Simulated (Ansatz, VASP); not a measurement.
## NaI: VASP beside Ansatz

```
Na I
1.0
     0.00000    3.21971    3.23773
     3.21971    0.00000    3.23773
     3.21971    3.21971    0.00000
Na I
1 1
Cartesian
  0.0000 0.0000 0.0000
  3.2197 3.2197 3.2377
```

Change from the starting cell: epitaxial_xy strain -0.3%.

Alike in both runs: task single point; functional r2SCAN; k mesh 8 × 8 × 8; no spin polarisation.

```csv
,VASP,Ansatz
version,VASP 6.6.1,Ansatz 0.2.0
potentials or method,"VASP PAW PBE potentials, release 64 (Na_pv, I)","plane waves, PAW"
plane-wave cutoff (eV),520,500
occupations,"gaussian, width 0.01 eV",fixed
valence electrons in the cell,14,26
```

```tsv
	VASP	Ansatz	Ansatz less VASP
gap on the k mesh at the Fermi level (eV)	4.47	4.46	-0.010
pressure (GPa)	0.0	0.1	+0.09
traceless stress, the component that is largest in VASP (GPa)	-0.11	-0.10	+0.003
```

VASP's potentials were made for PBE, not for r2SCAN. VASP's potentials hold 14 valence electrons a cell and Ansatz's 26, so a difference there can come from the potentials and not from the codes.

Spin-orbit coupling is off throughout.
